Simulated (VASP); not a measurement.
# Ta2Cu (Fd-3m) in VASP: a series of runs

The runs below take Ta2Cu through single point, relaxation of cell and atoms, with PBE.

All numbers are computed with VASP 6.6.1; they aren't measurements. Logs are shortened: lines on timing, memory, paths and dates and some standing lists are left out, and cuts for length are marked.

## (1) The cell of the first run

It takes space group Fd-3m (No. 227, cubic). The conventional cell has a = 7.593 Å, b = 7.593 Å, c = 7.593 Å, α = 90.00°, β = 90.00°, γ = 90.00°. Ta (site symmetry -3m) has 6 Ta at 2.68 Å and 6 Cu at 3.15 Å within 3.5 Å. Cu (site symmetry -43m) has 12 Ta at 3.15 Å and 4 Cu at 3.29 Å within 4.1 Å.

## (2) Single point, PBE

Input file INCAR:

```
PREC = Accurate ; ENCUT = 520
EDIFF = 1E-6 ; ISMEAR = 0
SIGMA = 0.1 ; LREAL = F
LASPH = T ; NELM = 60
ALGO = Fast ; ISIF = 2
LWAVE = F ; LCHARG = F
GGA = PE ; NBANDS = 42
```

Input file KPOINTS:

```
Automatic mesh
0
Gamma
  8 8 8
```

Input file POSCAR:

```
Ta2Cu
1.0
    0.0000000000      3.7965856249      3.7965856249
    3.7965856249      0.0000000000      3.7965856249
    3.7965856249      3.7965856249      0.0000000000
Ta Cu
4 2
Direct
    0.1250000000      0.1250000000      0.1250000000
    0.6250000000      0.1250000000      0.1250000000
    0.1250000000      0.1250000000      0.6250000000
    0.1250000000      0.6250000000      0.1250000000
    0.5000000000      0.5000000000      0.5000000000
    0.7500000000      0.7500000000      0.7500000000
```

Potentials or basis: VASP PAW PBE potentials, release 64 (Ta_pv, Cu).

Started as:

```sh
cat potpaw_PBE.64/Ta_pv/POTCAR potpaw_PBE.64/Cu/POTCAR > POTCAR
mpirun -np 1 vasp_std > vasp.out
```

OUTCAR:

```text
PREC = Accurate
   ENCUT = 520
   EDIFF = 1E-6
   ISMEAR = 0
   LREAL = F
   LASPH = T
   NELM = 60
   ISIF = 2
   GGA = PE

 ion  position               nearest neighbor table
   1  0.125  0.125  0.125-   2 2.68   3 2.68   4 2.68   3 2.68   4 2.68   2 2.68   6 3.15   5 3.15
                             6 3.15   5 3.15   6 3.15   5 3.15
   2  0.625  0.125  0.125-   1 2.68   3 2.68   4 2.68   1 2.68   3 2.68   4 2.68   5 3.15   6 3.15
                             5 3.15   5 3.15   6 3.15   6 3.15
   3  0.125  0.125  0.625-   1 2.68   1 2.68   2 2.68   4 2.68   4 2.68   2 2.68   6 3.15   5 3.15
                             6 3.15   5 3.15   6 3.15   5 3.15
   4  0.125  0.625  0.125-   1 2.68   3 2.68   1 2.68   2 2.68   3 2.68   2 2.68   5 3.15   6 3.15
                             5 3.15   6 3.15   6 3.15   5 3.15
   5  0.500  0.500  0.500-   1 3.15   3 3.15   4 3.15   1 3.15   2 3.15   3 3.15   1 3.15   2 3.15
                             4 3.15   2 3.15   3 3.15   4 3.15
   6  0.750  0.750  0.750-   2 3.15   3 3.15   4 3.15   1 3.15   2 3.15   4 3.15   1 3.15   2 3.15
                             3 3.15   1 3.15   3 3.15   4 3.15

  LATTYP: Found a face centered cubic cell.
 ALAT       =     7.5931712498

  Lattice vectors:

 A1 = (   0.0000000000,   3.7965856249,   3.7965856249)
 A2 = (   3.7965856249,   0.0000000000,   3.7965856249)
 A3 = (   3.7965856249,   3.7965856249,   0.0000000000)

Analysis of symmetry for initial positions (statically):
=====================================================================
 Subroutine PRICEL returns:
 Original cell was already a primitive cell.

 Routine SETGRP: Setting up the symmetry group for a
 face centered cubic supercell.

 Subroutine GETGRP returns: Found 48 space group operations
 (whereof 24 operations were pure point group operations)
 out of a pool of 48 trial point group operations.

The static configuration has the point symmetry T_d .
 The point group associated with its full space group is O_h .

Analysis of symmetry for dynamics (positions and initial velocities):
=====================================================================
 Subroutine PRICEL returns:
 Original cell was already a primitive cell.

 Routine SETGRP: Setting up the symmetry group for a
 face centered cubic supercell.

 Subroutine GETGRP returns: Found 48 space group operations
 (whereof 24 operations were pure point group operations)
 out of a pool of 48 trial point group operations.

The dynamic configuration has the point symmetry T_d .
 The point group associated with its full space group is O_h .

 Subroutine INISYM returns: Found 48 space group operations
 (whereof 24 operations are pure point group operations),
 and found     1 'primitive' translations

----------------------------------------------------------------------------------------

                                     Primitive cell

  volume of cell :     109.4484

  direct lattice vectors                    reciprocal lattice vectors
     0.000000000  3.796585625  3.796585625    -0.131697280  0.131697280  0.131697280
     3.796585625  0.000000000  3.796585625     0.131697280 -0.131697280  0.131697280
     3.796585625  3.796585625  0.000000000     0.131697280  0.131697280 -0.131697280

  length of vectors
     5.369182881  5.369182881  5.369182881     0.228106380  0.228106380  0.228106380

  position of ions in fractional coordinates (direct lattice)
     0.125000000  0.125000000  0.125000000
     0.625000000  0.125000000  0.125000000
     0.125000000  0.125000000  0.625000000
     0.125000000  0.625000000  0.125000000
     0.500000000  0.500000000  0.500000000
     0.750000000  0.750000000  0.750000000

  ion indices of the primitive-cell ions
   primitive index   ion index
                 1           1
                 2           2
                 3           3
                 4           4
                 5           5
                 6           6

----------------------------------------------------------------------------------------

 KPOINTS: Automatic mesh

Automatic generation of k-mesh.
 Grid dimensions read from file:
 generate k-points for:    8    8    8

 Generating k-lattice:

  Cartesian coordinates                     Fractional coordinates (reciprocal lattice)
    -0.016462160  0.016462160  0.016462160     0.125000000  0.000000000  0.000000000
     0.016462160 -0.016462160  0.016462160     0.000000000  0.125000000  0.000000000
     0.016462160  0.016462160 -0.016462160     0.000000000  0.000000000  0.125000000

  Length of vectors
     0.028513298  0.028513298  0.028513298

  Shift w.r.t. Gamma in fractional coordinates (k-lattice)
     0.000000000  0.000000000  0.000000000

 Subroutine IBZKPT returns following result:
 ===========================================

 Found     29 irreducible k-points:

 Following reciprocal coordinates:
            Coordinates               Weight
  0.000000  0.000000  0.000000      1.000000
  0.125000  0.000000  0.000000      8.000000
  0.250000  0.000000  0.000000      8.000000
  0.375000  0.000000  0.000000      8.000000
  0.500000  0.000000  0.000000      4.000000
  0.125000  0.125000  0.000000      6.000000
[... 16 lines left out ...]
  0.500000  0.250000  0.125000     48.000000
 -0.375000  0.250000  0.125000     24.000000
 [... further k-points ...]
   k-points           NKPTS =     29   k-points in BZ     NKDIM =     29   number of bands    NBANDS=     42
   number of dos      NEDOS =    301   number of ions     NIONS =      6
   total plane-waves  NPLWV =  64000
   dimension x,y,z NGX =    40 NGY =   40 NGZ =   40
   dimension x,y,z NGXF=    80 NGYF=   80 NGZF=   80
   ions per type =               4   2
   NGX,Y,Z   is equivalent  to a cutoff of  12.39, 12.39, 12.39 a.u.
   NGXF,Y,Z  is equivalent  to a cutoff of  24.77, 24.77, 24.77 a.u.
 SYSTEM =  unknown system
   PREC   = accura    normal or accurate (medium, high low for compatibility)
   ISTART =      0    job   : 0-new  1-cont  2-samecut
   ICHARG =      2    charge: 1-file 2-atom 10-const
   ISPIN  =      1    spin polarized calculation?
   LNONCOLLINEAR =      F non collinear calculations
   LSORBIT =      F    spin-orbit coupling
   LASPH  =      T    aspherical Exc in radial PAW
   ENCUT  =  520.0 eV  38.22 Ry    6.18 a.u.   9.98  9.98  9.98*2*pi/ulx,y,z
   NELM   =     60;   NELMIN=  2; NELMDL= -5     # of ELM steps
   EDIFF  = 0.1E-05   stopping-criterion for ELM
   LREAL  =      F    real-space projection
   EDIFFG = 0.1E-04   stopping-criterion for IOM
   NSW    =      0    number of steps for IOM
   IBRION =     -1    ionic relax: 0-MD 1-quasi-New 2-CG
   NFREE  =      0    steps in history (QN), initial steepest desc. (CG)
   ISIF   =      2    stress and relaxation
   ISYM   =      2    0-nonsym 1-usesym 2-fastsym
   POTIM  = 0.5000    time-step for ionic-motion
   TEBEG  =    0.0;   TEEND  =   0.0 temperature during run
   PSTRESS=    0.0 pullay stress
   NELECT =      66.0000    total number of electrons
   NUPDOWN=      -1.0000    fix difference up-down
   EMIN   =  10.00;   EMAX   =-10.00  energy-range for DOS
   EFERMI =   0.00;   METHOD = LEGACY
   ISMEAR =     0;   SIGMA  =   0.10  broadening in eV -4-tet -1-fermi 0-gaus
   EFERMI_NEDOS =   21; number of points for ismear=-14 and -15
   IALGO  =     68    algorithm
   IMIX   =      4    mixing-type and parameters
     AMIX     =   0.40;   BMIX     =  1.00
     AMIX_MAG =   1.60;   BMIX_MAG =  1.00
  volume/ion in A,a.u.               =      18.24       123.10
  Fermi-wavevector in a.u.,A,eV,Ry     =   1.383098  2.613676 26.027401  1.912960
  Thomas-Fermi vector in A             =   2.507728
   LORBIT       =      0    0 simple, 1 ext, 2 COOP (PROOUT), +10 PAW based schemes
   GGA     = PE    functional components
   LHFCALC =     F    Hartree Fock is set to
   AEXX    =    0.0000 exact exchange contribution
   IVDW    =     0    specifies the selected vdW correction
   LEPSILON=     F    determine dielectric tensor
   LRPA    =     F    only Hartree local field effects (RPA)
 non-spin polarized calculation
 RMM-DIIS sequential band-by-band and
 Gauss-broadening in eV      SIGMA  =   0.10
  energy-cutoff  :      520.00
  volume of cell :      109.45
 maximum number of plane-waves:      2996
   NGX = 19   NGY = 19   NGZ = 19

 number of electron      66.0000025 magnetization

 Free energy of the ion-electron system (eV)
  ---------------------------------------------------
  ext. energy  EPLUGINS =         0.00000000
  ---------------------------------------------------
  free energy    TOTEN  =       -50.40849559 eV

  energy without entropy =      -50.38205419  energy(sigma->0) =      -50.39527489

 E-fermi :   5.0228     XC(G=0): -11.8094

 val. band max:        5.0190608175   @ k =  -0.3750   0.1250   0.0000
 cond. band min:       5.0247634960   @ k =   0.5000   0.2500   0.1250
 fundamental gap:      0.0057026785
 Fermi energy:         5.0228061941

 k-point     1 :       0.0000    0.0000    0.0000
  band No.  band energies     occupation
      1     -30.3897      2.00000
      2     -29.5308      2.00000
      3     -29.5308      2.00000
      4     -29.5308      2.00000
      5     -29.2657      2.00000
      6     -29.2657      2.00000
[... 34 lines left out ...]
     41       8.9418      0.00000
     42       9.0310      0.00000

 k-point     2 :       0.1250    0.0000    0.0000
  band No.  band energies     occupation
      1     -30.3417      2.00000
      2     -29.5170      2.00000
      3     -29.5085      2.00000
      4     -29.5085      2.00000
      5     -29.2542      2.00000
      6     -29.2542      2.00000
[... 34 lines left out ...]
     41       8.9855      0.00000
     42       9.2180      0.00000

 k-point     3 :       0.2500    0.0000    0.0000
  band No.  band energies     occupation
      1     -30.2185      2.00000
      2     -29.4636      2.00000
      3     -29.4582      2.00000
      4     -29.4582      2.00000
      5     -29.2078      2.00000
      6     -29.2078      2.00000
[... 897 lines left out ...]
      4     -29.3069      2.00000
      5     -29.1506      2.00000
      6     -28.9879      2.00000
[... 34 lines left out ...]
     41       8.4989      0.00000
     42       8.6183      0.00000

 k-point    24 :      -0.3750    0.2500    0.1250
  band No.  band energies     occupation
      1     -29.8981      2.00000
      2     -29.4151      2.00000
      3     -29.3004      2.00000
      4     -29.2170      2.00000
      5     -29.2116      2.00000
      6     -28.9842      2.00000
[... 34 lines left out ...]
     41       8.1665      0.00000
     42       8.4204      0.00000

 [... further k-points ...]

------------------------ aborting loop because EDIFF is reached ----------------------------------------

  FORCE on cell =-STRESS in cart. coord.  units (eV):
  Direction    XX          YY          ZZ          XY          YZ          ZX
  --------------------------------------------------------------------------------------
  -------------------------------------------------------------------------------------
  Total        0.3527892      0.3527892      0.3527892      0.0000000     -0.0000000     -0.0000000
  in kB        5.1643568      5.1643568      5.1643568      0.0000000     -0.0000000     -0.0000000
  external PRESSURE =       5.1643568 kB  Pullay stress =       0.0000000 kB

 VOLUME and BASIS-vectors are now :
 -----------------------------------------------------------------------------
  energy-cutoff  :      520.00
  volume of cell :      109.45
      direct lattice vectors                 reciprocal lattice vectors
     0.000000000  3.796585625  3.796585625    -0.131697280  0.131697280  0.131697280
     3.796585625  0.000000000  3.796585625     0.131697280 -0.131697280  0.131697280
     3.796585625  3.796585625  0.000000000     0.131697280  0.131697280 -0.131697280

 POSITION                                       TOTAL-FORCE (eV/Angst)
 -----------------------------------------------------------------------------------
      0.94915      0.94915      0.94915         0.000000      0.000000      0.000000
      0.94915      2.84744      2.84744         0.000000     -0.000000      0.000000
      2.84744      2.84744      0.94915         0.000000      0.000000      0.000000
      2.84744      0.94915      2.84744         0.000000     -0.000000      0.000000
      3.79659      3.79659      3.79659         0.000000      0.000000      0.000000
      5.69488      5.69488      5.69488        -0.000000     -0.000000     -0.000000
 -----------------------------------------------------------------------------------
    total drift:                               -0.000000     -0.000000      0.000000

  FREE ENERGIE OF THE ION-ELECTRON SYSTEM (eV)
  ---------------------------------------------------
  free  energy   TOTEN  =       -50.4084955872 eV

  energy  without entropy=      -50.3820541907  energy(sigma->0) =      -50.39527489
```

Wall time 3.3 min (1 thread of Intel Xeon Platinum 8488C (Sapphire Rapids), shared host); peak memory 0.3 GiB.

What came out:

| Item | Value |
| --- | --- |
| Free energy | -50.4085 eV |
| Pressure | 0.5 GPa |
| Band gap on the k mesh | zero (bands 33 and 34 overlap by 1.95 eV) |

Levels at points of the mesh, in eV from the Fermi level:
```
           k point  band 28  band 29  band 30  band 31  band 32  band 33  band 34  band 35  band 36  band 37
(0.00, 0.00, 0.00)    -1.93    -1.93    -1.93    -1.42    -1.42     1.37     2.29     2.29     2.29     3.83
(0.50, 0.00, 0.00)    -1.97    -1.09    -1.09    -0.67    -0.67    -0.25     0.03     0.70     0.70     1.17
(0.50, 0.50, 0.00)    -1.98    -1.10    -1.10    -0.92    -0.92    -0.22    -0.22     0.64     0.64     1.20
```

Caveat: spin-orbit coupling is left out, which moves the levels of the heavy elements.

(Part 1 of 2 ends here.)
